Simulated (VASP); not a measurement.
Write the native input for VASP 6.6.1 that does the following.

* Task: single point
* Functional: PBE
* Potentials or basis: VASP PAW PBE potentials, release 64 (Mo_sv, S)
* Cutoff: 520 eV
* k mesh: 9 × 9 × 4
* Occupations: gaussian, width 0.023 eV
* Spin: no spin polarisation
* Dipole correction: no
* Further INCAR settings: ALGO = Normal; EDIFF = 1e-06; NBANDS = 20

The structure of MoS2 lies in POSCAR:

```
MoS2
1.0
    3.2274645616      0.0000000000      0.0000000000
   -1.6137322808      2.7950663001      0.0000000000
    0.0000000000      0.0000000000      6.3124734200
Mo S
1 2
Direct
    0.0000000000      0.0000000000      0.5000000000
    0.6666666667      0.3333333333      0.7446806800
    0.3333333333      0.6666666667      0.2553193200
```

One way to write it, as run:

INCAR

```
SYSTEM = MoS2
PREC = Accurate
ENCUT = 520
EDIFF = 1E-6
ISMEAR = 0
SIGMA = 0.023
LREAL = .FALSE.
LASPH = .TRUE.
NELM = 60
ALGO = Normal
ISIF = 2
LWAVE = .FALSE.
LCHARG = .TRUE.
GGA = PE
LELF = .TRUE.
LVHAR = .TRUE.
NBANDS = 20
```

KPOINTS

```
regular mesh
0
G
  9 9 4
  0 0 0
```

Potentials or basis: VASP PAW PBE potentials, release 64 (Mo_sv, S).

Run with:

```console
$ cat potpaw_PBE.64/Mo_sv/POTCAR potpaw_PBE.64/S/POTCAR > POTCAR
$ mpirun -np 1 vasp_std > vasp.out
```

It gave:

The pressure is 1.0 GPa. The largest force is 0.288 eV/Å and the band gap on the k mesh is zero (band 13 reaches 7.55 eV, above the bottom of band 14 at 6.52 eV).

Caveat: this functional lacks dispersion, which binds the layers, so the pressure and a relaxed spacing across them are unreliable.

Run time: 19 s on 1 thread of Intel(R) Xeon(R) Platinum 8559C (Emerald Rapids), on a shared host, peak memory 0.19 GiB.
